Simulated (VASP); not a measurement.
# ZnCd2Te3 (R-3m) in VASP: further runs, part 2 of 2

VASP 6.6.1. The steps go on from the part before.

## (4) Relaxation of cell and atoms, PBE

Contents of INCAR:

```
SYSTEM = ZnCd2Te3
  PREC = Accurate
  ENCUT = 600
  EDIFF = 1E-7
  ISMEAR = 0
  SIGMA = 0.1
  LREAL = .FALSE.
  LASPH = .TRUE.
  NELM = 80
  ALGO = Normal
  ISIF = 3
  LWAVE = .FALSE.
  LCHARG = .FALSE.
  GGA = PE
  IBRION = 2
  NSW = 100
  EDIFFG = -0.01
```

Contents of KPOINTS:

```
Automatic mesh
0
G
  6 6 6
  0 0 0
```

Contents of POSCAR:

```
ZnCd2Te3
1.0
    3.1390240200      1.8123163700      5.1579974100
   -3.1390240200      1.8123163700      5.1579974100
    0.0000000000     -3.6246327300      5.1579974100
Zn Cd Te
1 2 3
Direct
    0.5000000000      0.5000000000      0.5000000000
    0.1246800000      0.1246800000      0.1246800000
    0.8753200000      0.8753200000      0.8753200000
    0.0000000000      0.5000000000      0.5000000000
    0.5000000000      0.5000000000      0.0000000000
    0.5000000000      0.0000000000      0.5000000000
```

Potentials or basis: VASP PAW PBE potentials, release 64 (Zn, Cd, Te).

On the command line:

```
cat potpaw_PBE.64/Zn/POTCAR potpaw_PBE.64/Cd/POTCAR potpaw_PBE.64/Te/POTCAR > POTCAR
mpirun -np 1 vasp_std > vasp.out
```

OUTCAR:

```text
SYSTEM = ZnCd2Te3
   PREC = Accurate
   ENCUT = 600
   EDIFF = 1E-7
   ISMEAR = 0
   LREAL = .FALSE.
   LASPH = .TRUE.
   NELM = 80
   ISIF = 3
   GGA = PE
   IBRION = 2
   NSW = 100
   EDIFFG = -0.01

 ion  position               nearest neighbor table
   1  0.500  0.500  0.500-   4 3.15   6 3.15   6 3.15   4 3.15   5 3.15   5 3.15
   2  0.125  0.125  0.125-   5 3.68   5 3.68   4 3.68   6 3.68   4 3.68   6 3.68   4 3.70   6 3.70
                             5 3.70
   3  0.875  0.875  0.875-   5 3.68   5 3.68   4 3.68   6 3.68   4 3.68   6 3.68   4 3.70   6 3.70
                             5 3.70
   4  0.000  0.500  0.500-   6 3.14   6 3.14   5 3.14   5 3.14   1 3.15   1 3.15   3 3.68   2 3.68
                             2 3.68   3 3.68   3 3.70   2 3.70
   5  0.500  0.500  0.000-   4 3.14   6 3.14   6 3.14   4 3.14   1 3.15   1 3.15   3 3.68   2 3.68
                             3 3.68   2 3.68   3 3.70   2 3.70
   6  0.500  0.000  0.500-   4 3.14   4 3.14   5 3.14   5 3.14   1 3.15   1 3.15   3 3.68   2 3.68
                             3 3.68   2 3.68   3 3.70   2 3.70

[... 1163 lines left out ...]

 number of electron      54.0000019 magnetization

------------------------ aborting loop because EDIFF is reached ----------------------------------------
[... 75 lines left out ...]
--------------------------------------- Ionic step       19  -------------------------------------------

 number of electron      54.0000014 magnetization

 Free energy of the ion-electron system (eV)
  ---------------------------------------------------
  ext. energy  EPLUGINS =         0.00000000
  ---------------------------------------------------
  free energy    TOTEN  =       -11.74137751 eV

  energy without entropy =      -11.71964134  energy(sigma->0) =      -11.73050943

 E-fermi :   3.6282     XC(G=0):  -9.4974

 val. band max:        3.6144218618   @ k =   0.5000   0.5000   0.0000
 cond. band min:       3.6372065912   @ k =   0.5000   0.5000   0.1667
 fundamental gap:      0.0227847294
 Fermi energy:         3.6281776574

 k-point     1 :       0.0000    0.0000    0.0000
  band No.  band energies     occupation
      1      -8.3036      2.00000
      2      -6.6332      2.00000
      3      -6.6332      2.00000
      4      -4.9790      2.00000
      5      -4.7686      2.00000
      6      -4.7686      2.00000
[... 864 lines left out ...]
  FREE ENERGIE OF THE ION-ELECTRON SYSTEM (eV)
  ---------------------------------------------------
  free  energy   TOTEN  =       -11.7413775118 eV

  energy  without entropy=      -11.7196413421  energy(sigma->0) =      -11.73050943

 reached required accuracy - stopping structural energy minimisation
```

OSZICAR:

```text
N       E                     dE             d eps       ncg     rms          rms(c)
DAV:   1     0.395387012956E+03    0.39539E+03   -0.25940E+04  2048   0.178E+03
[... 217 lines left out ...]
DAV:   2    -0.117449327899E+02    0.88669E-02   -0.25399E-02  2280   0.182E+00    0.367E-01
DAV:   3    -0.117418200352E+02    0.31128E-02   -0.34880E-03  2176   0.497E-01    0.162E-01
DAV:   4    -0.117413812700E+02    0.43877E-03   -0.72163E-04  2360   0.222E-01    0.539E-02
DAV:   5    -0.117413769137E+02    0.43563E-05   -0.84464E-05  2200   0.667E-02    0.321E-02
DAV:   6    -0.117413779249E+02   -0.10112E-05   -0.12684E-05  2328   0.313E-02    0.599E-03
DAV:   7    -0.117413775726E+02    0.35230E-06   -0.16750E-06  2304   0.180E-02    0.209E-03
DAV:   8    -0.117413775118E+02    0.60849E-07   -0.17385E-07  1608   0.473E-03
  19 F= -.11741378E+02 E0= -.11730509E+02  d E =-.602960E-03
```

It took 29 min on 1 thread of Intel Xeon 6975P-C (Granite Rapids), shared host; peak memory 0.54 GiB.

Results:

* Free energy: -11.7414 eV
* Relaxed volume: 28.86 Å³/atom
* Relaxed cell: a = 5.607 Å, b = 5.607 Å, c = 5.607 Å, α = 83.54°, β = 83.54°, γ = 83.54°
* Space group after relaxing (to 0.1 Å): R-3m (No. 166)
* Pressure after relaxing: 0.0 GPa
* Largest force after relaxing: 0.008 eV/Å
* Band gap on the k mesh: zero (bands 27 and 28 overlap by 1.09 eV)

Forces on the atoms (eV/Å):
```
Zn   0.000  0.000  0.000
Cd   0.000  0.000  0.008
Cd   0.000  0.000 -0.008
Te   0.000  0.000  0.000
Te   0.000  0.000  0.000
Te   0.000  0.000  0.000
```

Final structure:
```xyz
6
Lattice="3.7352 2.1565 3.5834 -3.7352 2.1565 3.5834 0.0000 -4.3131 3.5834" Properties=species:S:1:pos:R:3 pbc="T T T"
Zn    0.0000    0.0000    5.3751
Cd    0.0000    0.0000    1.3730
Cd    0.0000    0.0000    9.3771
Te   -1.8676   -1.0783    3.5834
Te    0.0000    2.1565    3.5834
Te    1.8676   -1.0783    3.5834
```

Levels at points of the mesh, in eV from the Fermi level:
| k point | band 24 | band 25 | band 26 | band 27 | band 28 | band 29 | band 30 | band 31 |
| --- | --- | --- | --- | --- | --- | --- | --- | --- |
| (0.00, 0.00, 0.00) | -1.25 | -1.25 | -0.71 | -0.04 | -0.02 | -0.02 | 2.70 | 2.70 |
| (0.50, 0.00, 0.00) | -1.57 | -1.45 | -1.29 | 0.14 | 0.21 | 0.62 | 2.69 | 3.70 |
| (0.50, 0.50, 0.00) | -1.83 | -1.35 | -0.37 | -0.01 | 0.72 | 1.30 | 3.42 | 3.43 |
| (0.50, 0.50, 0.50) | -0.08 | -0.08 | 0.77 | 0.82 | 0.82 | 3.40 | 3.53 | 3.53 |

Caveat: spin-orbit coupling is left out, which moves the levels of the heavy elements.

## (5) Overview

```tsv
task	cell	k mesh	cutoff (eV)	gap on the mesh (eV)	pressure (GPa)	largest force (eV/Å)
single point	a = 6.304 Å, angles 59.7°, 6 atoms, atomic positions A	3 × 3 × 3	520	none	0.4	-
single point	a = 5.606 Å, angles 84.1°, 6 atoms, atomic positions B	6 × 6 × 6	520	none	0.1	0.01
relaxation of cell and atoms	relaxed from a = 6.304 Å, angles 59.7°, 6 atoms, atomic positions A	6 × 6 × 6	600	none	0.0	0.01
```

Alike in all rows: level PBE; potentials or basis VASP PAW PBE potentials, release 64 (Zn, Cd, Te); no spin polarisation; smearing gaussian 0.1 eV.

Caveats: some runs use coarse meshes; spin-orbit coupling is left out, which moves the levels of the heavy elements; semilocal functionals underestimate gaps, and a narrow one can read as zero (at least some runs).

Absolute energies hang on the potentials; compare differences alone.

The gap in the log of VASP goes by the Fermi energy; the results here count the filled bands.